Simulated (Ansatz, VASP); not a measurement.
Two plane-wave programs on BP

The input INCAR:

```
SYSTEM = BP
  PREC = Accurate
  ENCUT = 520
  EDIFF = 1E-7
  ISMEAR = 0
  SIGMA = 0.05
  LREAL = .FALSE.
  LASPH = .TRUE.
  NELM = 100
  ALGO = Normal
  ISIF = 2
  LWAVE = .FALSE.
  LCHARG = .FALSE.
  GGA = PE
  NBANDS = 11
```

KPOINTS

```
Automatic mesh
0
G
  10 10 10
  0 0 0
```

Contents of POSCAR:

```
BP
1.0
    0.0000000000      2.2690000000      2.0874800000
    2.2690000000      0.0000000000      2.0874800000
    2.2690000000      2.2690000000      0.0000000000
B P
1 1
Direct
    0.0000000000      0.0000000000      0.0000000000
    0.7500000000      0.7500000000      0.7500000000
```

Input for Ansatz:

```yaml
crystal:
  lattice:
    - [0.0, 2.269, 2.08748]
    - [2.269, 0.0, 2.08748]
    - [2.269, 2.269, 0.0]
  atoms:
    - { symbol: B, position: [0.0, 0.0, 0.0] }
    - { symbol: P, position: [0.75, 0.75, 0.75] }
basis:
  ecutwfc: 420
kpoints:
  mp_grid: { grid: [10, 10, 10] }
hamiltonian:
  xc: pbe
scf:
  occupations: { method: gaussian, width: 0.05 }
output:
  forces: true
  stress: true
  eigenvalues: true
```

Change from the starting cell: strain +0.000 along x and y, -0.080 along z, atoms carried along.

Alike in both runs: task single point; functional PBE; k mesh 10 × 10 × 10; occupations gaussian, width 0.05 eV; no spin polarisation.

|  | VASP | Ansatz |
| --- | --- | --- |
| version | VASP 6.6.1 | Ansatz 0.2.0 |
| potentials or method | VASP PAW PBE potentials, release 64 (B, P), cutoff 520 eV | scalar-relativistic, plane waves, PAW |
| valence electrons in the cell | 8 | 8 |

Ansatz gave:

| Item | Value |
| --- | --- |
| gap on the k mesh at the Fermi level (eV) | none |
| pressure (GPa) | 17.1 |
| traceless stress, the component that is largest in VASP (GPa) | 13.69 |

Estimate VASP's values.

gap on the k mesh at the Fermi level (eV): none; pressure (GPa): 16.7; traceless stress, the component that is largest in VASP (GPa): 13.72.

A gap of «none» marks a metal or a gap that the smearing closes.
